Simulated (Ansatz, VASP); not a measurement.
# One calculation of NbPdSe4, two programs

```
Nb Pd Se
1.0
     4.04824    0.00000    0.00000
    -2.02412    3.50588    0.00000
     0.00000    0.00000    8.41549
Nb Pd Se
1 1 4
Cartesian
  0.0000 0.0000 0.0000
  0.0000 0.0000 4.2077
  0.0000 2.3373 6.2550
  0.0000 2.3373 2.1605
  2.0241 1.1686 6.2550
  2.0241 1.1686 2.1605
```

Change from the starting cell: species swapped into the TiVB4 type (P6/mmm, No. 191).

Alike in both runs: task relaxation of cell and atoms; functional PBE; k mesh 6 × 6 × 2; occupations gaussian, width 0.1 eV; no spin polarisation.

|  | VASP | Ansatz |
| --- | --- | --- |
| version | VASP 6.6.1 | Ansatz 0.2.0 |
| potentials or method | VASP PAW PBE potentials, release 64 (Nb_sv, Pd, Se), cutoff 600 eV | scalar-relativistic, plane waves, PAW |
| valence electrons in the cell | 47 | 95 |

```tsv
	VASP	Ansatz	Ansatz less VASP
gap on the k mesh at the Fermi level, each at its own relaxed structure (eV)	none	none	-
relaxed volume (Å³/atom)	19.03	18.97	-0.057
relaxed cell length with the largest relative difference (Å)	4.819	4.813	-0.0064
```

A gap of «none» marks a metal or a gap that the smearing closes. VASP's potentials hold 47 valence electrons a cell and Ansatz's 95, so a difference there can come from the potentials and not from the codes.

The k mesh is coarse, so the values compare programs but aren't converged.
